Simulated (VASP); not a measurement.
## SbSe2: single point with PBE

Crystal: SbSe2.

```xyz
6
Lattice="6.5658 0.0000 0.0000 0.0000 6.3451 0.0000 0.0000 0.0000 3.9774" Properties=species:S:1:pos:R:3 pbc="T T T"
Sb    3.2829    3.1726    1.9887
Sb    0.0000    0.0000    0.0000
Se    2.0085    5.8045    1.9887
Se    5.2914    3.7131    0.0000
Se    4.5573    0.5406    1.9887
Se    1.2744    2.6320    0.0000
```

```
Program                : VASP 6.6.1
Task                   : single point
Functional             : PBE
Potentials or basis    : VASP PAW PBE potentials, release 64 (Sb, Se)
Cutoff                 : 520 eV
k mesh                 : 6 × 6 × 10
Occupations            : gaussian, width 0.1 eV
Spin                   : no spin polarisation
Dipole correction      : no
Further INCAR settings : ALGO = Normal; EDIFF = 1e-06; NBANDS = 26
```

The pressure is -0.1 GPa. The largest force is 0.009 eV/Å. The band gap on the k mesh is zero (band 17 reaches 5.38 eV, above the bottom of band 18 at 3.66 eV).

Forces in eV/Å, atoms in the order of the input:
```
Sb   0.000  0.000  0.000
Sb   0.000  0.000  0.000
Se  -0.004  0.008  0.000
Se  -0.004 -0.008  0.000
Se   0.004 -0.008  0.000
Se   0.004  0.008  0.000
```

Levels at points of the mesh, in eV from the Fermi level:
```
           k point  band 14  band 15  band 16  band 17  band 18  band 19  band 20  band 21
(0.00, 0.00, 0.00)    -1.04    -0.53    -0.47    -0.39     0.06     0.99     1.38     1.90
(0.50, 0.00, 0.00)    -1.47    -1.19    -1.19     0.89     0.89     1.81     1.81     2.57
(0.00, 0.50, 0.00)    -1.59    -0.79    -0.79    -0.49    -0.49     2.21     2.21     2.32
(0.50, 0.50, 0.00)    -1.76    -1.64    -1.64     0.64     0.64     1.27     1.27     3.03
(0.00, 0.00, 0.50)    -2.41    -1.34    -1.34     0.12     0.12     2.60     2.60     2.71
(0.50, 0.00, 0.50)    -2.07    -1.76    -1.76     0.06     0.06     1.77     1.77     2.71
(0.00, 0.50, 0.50)    -2.30    -1.77    -1.77     0.63     0.63     0.77     0.77     3.23
(0.50, 0.50, 0.50)    -2.30    -0.99    -0.99    -0.71    -0.71     1.71     1.71     1.99
```

Run time: 2 min on 1 thread of Intel(R) Xeon(R) 6975P-C (Granite Rapids) (shared host), peak memory 0.49 GiB.

Caveat: spin-orbit coupling is left out, which moves the levels of the heavy elements.
